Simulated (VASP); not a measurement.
Wanted: the native input for a VASP 6.6.1 run.

```
Task                   : single point
Functional             : r2SCAN
Potentials or basis    : VASP PAW PBE potentials, release 64 (Ti_sv, Nb_sv)
Cutoff                 : 520 eV
k mesh                 : 7 × 7 × 4
Occupations            : methfessel-paxton, width 0.1 eV
Spin                   : no spin polarisation
Dipole correction      : no
Further INCAR settings : ALGO = Normal; EDIFF = 1e-06; NBANDS = 20
```

Crystal: TiNb.

```
Ti Nb
1.0
     1.63685   -2.31217    0.00000
     1.63685    2.31217    0.00000
     0.00000    0.00000    4.63417
Ti Nb
1 1
Direct
  0.50000 0.50000 0.50000
  0.00000 0.00000 0.00000
```

One way to write it, as run:

POSCAR

```
TiNb
1.0
    1.6368460528     -2.3121714211      0.0000000000
    1.6368460528      2.3121714211      0.0000000000
    0.0000000000      0.0000000000      4.6341729390
Ti Nb
1 1
Direct
    0.5000000000      0.5000000000      0.5000000000
    0.0000000000      0.0000000000      0.0000000000
```

INCAR.step1

```
SYSTEM = TiNb
PREC = Accurate
ENCUT = 520
ISMEAR = 1
SIGMA = 0.1
LREAL = .False.
LASPH = .True.
NELM = 100
NBANDS = 20
GGA = PE
ALGO = Normal
EDIFF = 1E-4
LWAVE = .True.
LCHARG = .False.
```

INCAR.step2

```
SYSTEM = TiNb
PREC = Accurate
ENCUT = 520
EDIFF = 1E-6
ISMEAR = 1
SIGMA = 0.1
LREAL = .False.
LASPH = .True.
NELM = 100
ALGO = Normal
ISIF = 2
LWAVE = .False.
LCHARG = .False.
METAGGA = R2SCAN
LMIXTAU = .True.
NBANDS = 20
ISTART = 1
```

KPOINTS

```
Automatic mesh
0
Gamma
  7 7 4
  0 0 0
```

Potentials or basis: VASP PAW PBE potentials, release 64 (Ti_sv, Nb_sv).

Launch:

```console
$ cat potpaw_PBE.64/Ti_sv/POTCAR potpaw_PBE.64/Nb_sv/POTCAR > POTCAR
$ cp INCAR.step1 INCAR
$ mpirun -np 1 vasp_std > vasp.out
$ cp INCAR.step2 INCAR
$ mpirun -np 1 vasp_std > vasp.out
```

Results of the run:

The pressure is 0.1 GPa.

Caveat: the PAW data sets were made with another functional, which shifts forces and pressure a little.

It took 98 s on 1 thread of Intel(R) Xeon(R) 6975P-C (Granite Rapids), with other jobs on the host, peak memory 0.18 GiB.
